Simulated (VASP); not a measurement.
# Mn (Fd-3m) in VASP: notebook

Runs on Mn. Level: r2SCAN. Tasks: single point.

Program: VASP 6.6.1. These are calculated values, not measurements. Logs are shortened: lines on timing, memory, paths and dates and some standing lists are left out, and cuts for length are marked.

## (1) The cell of the first run

It takes space group Fd-3m (No. 227, cubic). The conventional cell has a = 5.607 Å, b = 5.607 Å, c = 5.607 Å, α = 90.00°, β = 90.00°, γ = 90.00°. Within 3.2 Å of Mn (site symmetry -43m) lie 4 Mn at 2.43 Å.

This isn't the form of Mn at room conditions, which is a 58-atom cubic cell.

## (2) Single point, r2SCAN, collinear spin, antiferromagnetic start (22.04 Å³/atom)

File POSCAR:

```
Mn
1.0
    0.0000000000      2.8037123588      2.8037123588
    2.8037123588      0.0000000000      2.8037123588
    2.8037123588      2.8037123588      0.0000000000
Mn
2
Direct
    0.1250000000      0.1250000000      0.1250000000
    0.8750000000      0.8750000000      0.8750000000
```

File INCAR.step1:

```
  PREC = Accurate
  ENCUT = 520
  ISMEAR = -1
  SIGMA = 0.05
  LREAL = F
  LASPH = T
  NELM = 150
  ISPIN = 2
  MAGMOM = 3.544 -3.544
  LMAXMIX = 4
  NBANDS = 24
  GGA = PE
  ALGO = Normal
  EDIFF = 1E-4
  LWAVE = T
  LCHARG = F
```

File INCAR.step2:

```
  PREC = Accurate
  ENCUT = 520
  EDIFF = 1E-6
  ISMEAR = -1
  SIGMA = 0.05
  LREAL = F
  LASPH = T
  NELM = 150
  ALGO = Normal
  ISIF = 2
  LWAVE = F
  LCHARG = F
  ISPIN = 2
  MAGMOM = 3.544 -3.544
  LORBIT = 11
  LMAXMIX = 4
  METAGGA = R2SCAN
  LMIXTAU = T
  NBANDS = 24
  ISTART = 1
```

File KPOINTS:

```
regular mesh
0
Gamma
  11 11 11
```

Potentials or basis: VASP PAW PBE potentials, release 64 (Mn_pv).

Run with:

```console
$ cat potpaw_PBE.64/Mn_pv/POTCAR > POTCAR
$ cp INCAR.step1 INCAR
$ mpirun -np 1 vasp_std > vasp.out
$ cp INCAR.step2 INCAR
$ mpirun -np 1 vasp_std > vasp.out
```

OUTCAR:

```text
PREC = Accurate
   ENCUT = 520
   EDIFF = 1E-6
   ISMEAR = -1
   LREAL = F
   LASPH = T
   NELM = 150
   ISIF = 2
   ISPIN = 2
   LORBIT = 11
   METAGGA = R2SCAN
   ISTART = 1

 ion  position               nearest neighbor table
   1  0.125  0.125  0.125-   2 2.43   2 2.43   2 2.43   2 2.43
   2  0.875  0.875  0.875-   1 2.43   1 2.43   1 2.43   1 2.43

  LATTYP: Found a face centered cubic cell.
 ALAT       =     5.6074247176

  Lattice vectors:

 A1 = (   0.0000000000,   2.8037123588,   2.8037123588)
 A2 = (   2.8037123588,   0.0000000000,   2.8037123588)
 A3 = (   2.8037123588,   2.8037123588,   0.0000000000)

Analysis of symmetry for initial positions (statically):
=====================================================================
 Subroutine PRICEL returns:
 Original cell was already a primitive cell.

 Routine SETGRP: Setting up the symmetry group for a
 face centered cubic supercell.

 Subroutine GETGRP returns: Found 48 space group operations
 (whereof 12 operations were pure point group operations)
 out of a pool of 48 trial point group operations.

The static configuration has the point symmetry D_3d.
 The point group associated with its full space group is O_h .

Analysis of symmetry for dynamics (positions and initial velocities):
=====================================================================
 Subroutine PRICEL returns:
 Original cell was already a primitive cell.

 Routine SETGRP: Setting up the symmetry group for a
 face centered cubic supercell.

 Subroutine GETGRP returns: Found 48 space group operations
 (whereof 12 operations were pure point group operations)
 out of a pool of 48 trial point group operations.

The dynamic configuration has the point symmetry D_3d.
 The point group associated with its full space group is O_h .

Analysis of structural, dynamic, and magnetic symmetry:
=====================================================================
 Subroutine PRICEL returns:
 Original cell was already a primitive cell.

 Routine SETGRP: Setting up the symmetry group for a
 face centered cubic supercell.

 Subroutine GETGRP returns: Found 48 space group operations
 (whereof 12 operations were pure point group operations)
 out of a pool of 48 trial point group operations.

The overall configuration has the point symmetry D_3d.
 The point group associated with its full space group is O_h .

 Subroutine INISYM returns: Found 48 space group operations
 (whereof 12 operations are pure point group operations),
 and found     1 'primitive' translations

----------------------------------------------------------------------------------------

                                     Primitive cell

  volume of cell :      44.0789

  direct lattice vectors                    reciprocal lattice vectors
     0.000000000  2.803712359  2.803712359    -0.178334984  0.178334984  0.178334984
     2.803712359  0.000000000  2.803712359     0.178334984 -0.178334984  0.178334984
     2.803712359  2.803712359  0.000000000     0.178334984  0.178334984 -0.178334984

  length of vectors
     3.965048043  3.965048043  3.965048043     0.308885254  0.308885254  0.308885254

  position of ions in fractional coordinates (direct lattice)
     0.125000000  0.125000000  0.125000000
     0.875000000  0.875000000  0.875000000

  ion indices of the primitive-cell ions
   primitive index   ion index
                 1           1
                 2           2

----------------------------------------------------------------------------------------

 KPOINTS: regular mesh

Automatic generation of k-mesh.
 Grid dimensions read from file:
 generate k-points for:   11   11   11

 Generating k-lattice:

  Cartesian coordinates                     Fractional coordinates (reciprocal lattice)
    -0.016212271  0.016212271  0.016212271     0.090909091  0.000000000  0.000000000
     0.016212271 -0.016212271  0.016212271     0.000000000  0.090909091  0.000000000
     0.016212271  0.016212271 -0.016212271     0.000000000  0.000000000  0.090909091

  Length of vectors
     0.028080478  0.028080478  0.028080478

  Shift w.r.t. Gamma in fractional coordinates (k-lattice)
     0.000000000  0.000000000  0.000000000

 Subroutine IBZKPT returns following result:
 ===========================================

 Found     56 irreducible k-points:

 Following reciprocal coordinates:
            Coordinates               Weight
  0.000000  0.000000  0.000000      1.000000
  0.090909  0.000000  0.000000      8.000000
  0.181818  0.000000  0.000000      8.000000
  0.272727  0.000000  0.000000      8.000000
  0.363636  0.000000  0.000000      8.000000
  0.454545  0.000000  0.000000      8.000000
[... 16 lines left out ...]
 -0.272727  0.181818  0.000000     24.000000
 -0.181818  0.181818  0.000000     12.000000
 [... further k-points ...]
   k-points           NKPTS =     56   k-points in BZ     NKDIM =     56   number of bands    NBANDS=     24
   number of dos      NEDOS =    301   number of ions     NIONS =      2
   total plane-waves  NPLWV =  27000
   dimension x,y,z NGX =    30 NGY =   30 NGZ =   30
   dimension x,y,z NGXF=    60 NGYF=   60 NGZF=   60
   ions per type =               2
   NGX,Y,Z   is equivalent  to a cutoff of  12.58, 12.58, 12.58 a.u.
   NGXF,Y,Z  is equivalent  to a cutoff of  25.16, 25.16, 25.16 a.u.
 SYSTEM =  unknown system
   PREC   = accura    normal or accurate (medium, high low for compatibility)
   ISTART =      1    job   : 0-new  1-cont  2-samecut
   ICHARG =      0    charge: 1-file 2-atom 10-const
   ISPIN  =      2    spin polarized calculation?
   LNONCOLLINEAR =      F non collinear calculations
   LSORBIT =      F    spin-orbit coupling
   LASPH  =      T    aspherical Exc in radial PAW
   ENCUT  =  520.0 eV  38.22 Ry    6.18 a.u.   7.37  7.37  7.37*2*pi/ulx,y,z
   NELM   =    150;   NELMIN=  2; NELMDL=  0     # of ELM steps
   EDIFF  = 0.1E-05   stopping-criterion for ELM
   LREAL  =      F    real-space projection
   EDIFFG = 0.1E-04   stopping-criterion for IOM
   NSW    =      0    number of steps for IOM
   IBRION =     -1    ionic relax: 0-MD 1-quasi-New 2-CG
   NFREE  =      0    steps in history (QN), initial steepest desc. (CG)
   ISIF   =      2    stress and relaxation
   ISYM   =      2    0-nonsym 1-usesym 2-fastsym
   POTIM  = 0.5000    time-step for ionic-motion
   TEBEG  =    0.0;   TEEND  =   0.0 temperature during run
   PSTRESS=    0.0 pullay stress
   NELECT =      26.0000    total number of electrons
   NUPDOWN=      -1.0000    fix difference up-down
   EMIN   =  10.00;   EMAX   =-10.00  energy-range for DOS
   EFERMI =   0.00;   METHOD = LEGACY
   ISMEAR =    -1;   SIGMA  =   0.05  broadening in eV -4-tet -1-fermi 0-gaus
   EFERMI_NEDOS =   21; number of points for ismear=-14 and -15
   IALGO  =     38    algorithm
   IMIX   =      4    mixing-type and parameters
     AMIX     =   0.40;   BMIX     =  1.00
     AMIX_MAG =   1.60;   BMIX_MAG =  1.00
  volume/ion in A,a.u.               =      22.04       148.73
  Fermi-wavevector in a.u.,A,eV,Ry     =   1.372953  2.594506 25.647000  1.885001
  Thomas-Fermi vector in A             =   2.498514
   LORBIT       =     11    0 simple, 1 ext, 2 COOP (PROOUT), +10 PAW based schemes
   METAGGA = R2SCAN    functional components
   LHFCALC =     F    Hartree Fock is set to
   AEXX    =    0.0000 exact exchange contribution
   IVDW    =     0    specifies the selected vdW correction
   LEPSILON=     F    determine dielectric tensor
   LRPA    =     F    only Hartree local field effects (RPA)
 spin polarized calculation
  energy-cutoff  :      520.00
  volume of cell :       44.08
 maximum number of plane-waves:      1243
 NGX is ok and might be reduce to    30
   NGX = 15   NGY = 15   NGZ = 15

 number of electron      26.0000028 magnetization       0.0000000

 number of electron      26.0000028 magnetization      -0.0000000

 Free energy of the ion-electron system (eV)
  ---------------------------------------------------
  ext. energy  EPLUGINS =         0.00000000
  ---------------------------------------------------
  free energy    TOTEN  =       -27.14436082 eV

  energy without entropy =      -27.13403891  energy(sigma->0) =      -27.13919986

 E-fermi :   4.1802     XC(G=0): -10.6282

 val. band max:        4.1752073001   @ k =   0.1818   0.1818   0.0000
 cond. band min:       4.1815587114   @ k =  -0.2727   0.2727   0.0000
 fundamental gap:      0.0063514113
 Fermi energy:         4.1802241047

 spin component 1

 k-point     1 :       0.0000    0.0000    0.0000
  band No.  band energies     occupation
      1     -48.8493      1.00000
      2     -48.8493      1.00000
      3     -48.8492      1.00000
      4     -43.7012      1.00000
      5     -43.7012      1.00000
      6     -43.7009      1.00000
[... 16 lines left out ...]
     23      14.6071      0.00000
     24      16.3235      0.00000

 k-point     2 :       0.0909    0.0000    0.0000
  band No.  band energies     occupation
      1     -48.8494      1.00000
      2     -48.8494      1.00000
      3     -48.8493      1.00000
      4     -43.7015      1.00000
      5     -43.7010      1.00000
      6     -43.7008      1.00000
[... 16 lines left out ...]
     23      15.3962      0.00000
     24      16.6321      0.00000

 k-point     3 :       0.1818    0.0000    0.0000
  band No.  band energies     occupation
      1     -48.8498      1.00000
      2     -48.8497      1.00000
      3     -48.8497      1.00000
      4     -43.7023      1.00000
      5     -43.7008      1.00000
      6     -43.7005      1.00000
[... 16 lines left out ...]
     23      16.0446      0.00000
     24      16.6508      0.00000
[... 514 lines left out ...]
 k-point    23 :      -0.2727    0.1818    0.0000
  band No.  band energies     occupation
      1     -48.8525      1.00000
      2     -48.8506      1.00000
      3     -48.8489      1.00000
      4     -43.7048      1.00000
      5     -43.6999      1.00000
      6     -43.6996      1.00000
[... 16 lines left out ...]
     23      17.0926      0.00000
     24      17.7691      0.00000

 k-point    24 :      -0.1818    0.1818    0.0000
  band No.  band energies     occupation
      1     -48.8516      1.00000
      2     -48.8501      1.00000
      3     -48.8492      1.00000
      4     -43.7039      1.00000
      5     -43.7003      1.00000
      6     -43.6999      1.00000
[... 16 lines left out ...]
     23      16.6742      0.00000
     24      16.8608      0.00000

 [... further k-points ...]

 spin component 2

 k-point     1 :       0.0000    0.0000    0.0000
  band No.  band energies     occupation
      1     -48.8493      1.00000
      2     -48.8493      1.00000
      3     -48.8492      1.00000
      4     -43.7012      1.00000
      5     -43.7012      1.00000
      6     -43.7009      1.00000
[... 16 lines left out ...]
     23      14.6071      0.00000
     24      16.3235      0.00000

 k-point     2 :       0.0909    0.0000    0.0000
  band No.  band energies     occupation
      1     -48.8494      1.00000
      2     -48.8494      1.00000
      3     -48.8493      1.00000
      4     -43.7014      1.00000
      5     -43.7011      1.00000
      6     -43.7008      1.00000
[... 16 lines left out ...]
     23      15.3962      0.00000
     24      16.6321      0.00000

 k-point     3 :       0.1818    0.0000    0.0000
  band No.  band energies     occupation
      1     -48.8498      1.00000
      2     -48.8497      1.00000
      3     -48.8497      1.00000
      4     -43.7023      1.00000
      5     -43.7008      1.00000
      6     -43.7005      1.00000
[... 16 lines left out ...]
     23      16.0446      0.00000
     24      16.6508      0.00000
[... 514 lines left out ...]
 k-point    23 :      -0.2727    0.1818    0.0000
  band No.  band energies     occupation
      1     -48.8525      1.00000
      2     -48.8506      1.00000
      3     -48.8489      1.00000
      4     -43.7048      1.00000
      5     -43.6999      1.00000
      6     -43.6996      1.00000
[... 16 lines left out ...]
     23      17.0926      0.00000
     24      17.7691      0.00000

 k-point    24 :      -0.1818    0.1818    0.0000
  band No.  band energies     occupation
      1     -48.8516      1.00000
      2     -48.8501      1.00000
      3     -48.8492      1.00000
      4     -43.7039      1.00000
      5     -43.7003      1.00000
      6     -43.6999      1.00000
[... 16 lines left out ...]
     23      16.6742      0.00000
     24      16.8608      0.00000

 [... further k-points ...]

------------------------ aborting loop because EDIFF is reached ----------------------------------------

  FORCE on cell =-STRESS in cart. coord.  units (eV):
  Direction    XX          YY          ZZ          XY          YZ          ZX
  --------------------------------------------------------------------------------------
  -------------------------------------------------------------------------------------
  Total       -0.2265034     -0.2265034     -0.2265034      0.0000000     -0.0000000      0.0000000
  in kB       -8.2329403     -8.2329403     -8.2329403      0.0000000     -0.0000000      0.0000000
  external PRESSURE =      -8.2329403 kB  Pullay stress =       0.0000000 kB

 VOLUME and BASIS-vectors are now :
 -----------------------------------------------------------------------------
  energy-cutoff  :      520.00
  volume of cell :       44.08
      direct lattice vectors                 reciprocal lattice vectors
     0.000000000  2.803712359  2.803712359    -0.178334984  0.178334984  0.178334984
     2.803712359  0.000000000  2.803712359     0.178334984 -0.178334984  0.178334984
     2.803712359  2.803712359  0.000000000     0.178334984  0.178334984 -0.178334984

 POSITION                                       TOTAL-FORCE (eV/Angst)
 -----------------------------------------------------------------------------------
      0.70093      0.70093      0.70093         0.000000      0.000000      0.000000
      4.90650      4.90650      4.90650        -0.000000     -0.000000     -0.000000
 -----------------------------------------------------------------------------------
    total drift:                               -0.000000      0.000000      0.000000

  FREE ENERGIE OF THE ION-ELECTRON SYSTEM (eV)
  ---------------------------------------------------
  free  energy   TOTEN  =       -27.1443608199 eV

  energy  without entropy=      -27.1340389069  energy(sigma->0) =      -27.13919986

 total charge

# of ion       s       p       d       tot
------------------------------------------
    1        0.464   6.186   4.918  11.568
    2        0.464   6.186   4.918  11.568
--------------------------------------------------
tot          0.928  12.372   9.836  23.136

 magnetization (x)

# of ion       s       p       d       tot
------------------------------------------
    1        0.116   0.015   3.665   3.795
    2       -0.116  -0.015  -3.665  -3.795
--------------------------------------------------
tot          0.000   0.000   0.000   0.000
```

Run time: 6.6 min. Hardware: 1 thread of Intel Xeon Platinum 8375C at 2.90GHz (Ice Lake), shared host; peak memory 0.24 GiB.

Results:

```
Free energy                                           : -27.1444 eV
Pressure                                              : -0.8 GPa
Band gap on the k mesh                                : zero (filled and empty bands overlap)
Net moment                                            : 0.00 μB per cell
Site moments                                          : Mn +3.79, -3.79 μB
Valence electrons inside the program's atomic spheres : Mn 11.57
```

Caveat: the antiferromagnetic order is the one typed at the start, and another may lie lower; the PAW data sets were made with another functional, which shifts forces and pressure a little.

(Part 1 of 2 ends here.)

The gap in the log of VASP goes by the Fermi energy; the results here count the filled bands.